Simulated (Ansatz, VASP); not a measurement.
**Two plane-wave programs on CuI**

```xyz
4
Lattice="2.0775 1.1994 6.8267 -2.0775 1.1994 6.8267 0.0000 -2.3989 6.8267" Properties=species:S:1:pos:R:3 pbc="T T T"
Cu    0.0000    0.0000    2.6481
Cu    0.0000    0.0000   17.8319
I     0.0000    0.0000    0.0000
I     0.0000    0.0000   10.2400
```

Alike in both runs: task single point; functional LDA; k mesh 6 × 6 × 6; occupations gaussian, width 0.02 eV; no spin polarisation.

|  | VASP | Ansatz |
| --- | --- | --- |
| version | VASP 6.6.1 | Ansatz 0.2.0 |
| potentials or method | VASP PAW LDA potentials, release 64 (Cu, I), cutoff 520 eV | plane waves, PAW |
| valence electrons in the cell | 36 | 72 |

Ansatz gave:

```
pressure (GPa)                                                : 1.3
traceless stress, the component that is largest in VASP (GPa) : -6.83
```

Problem. What did VASP give for the same quantities?

Solution. Pressure (GPa): 1.4; traceless stress, the component that is largest in VASP (GPa): -6.85.

LDA's correlation is that of Perdew and Zunger in VASP and of Perdew and Wang (1992) in Ansatz. VASP's potentials hold 36 valence electrons a cell and Ansatz's 72, so a difference there can come from the potentials and not from the codes.

Neither program's run includes spin-orbit coupling.
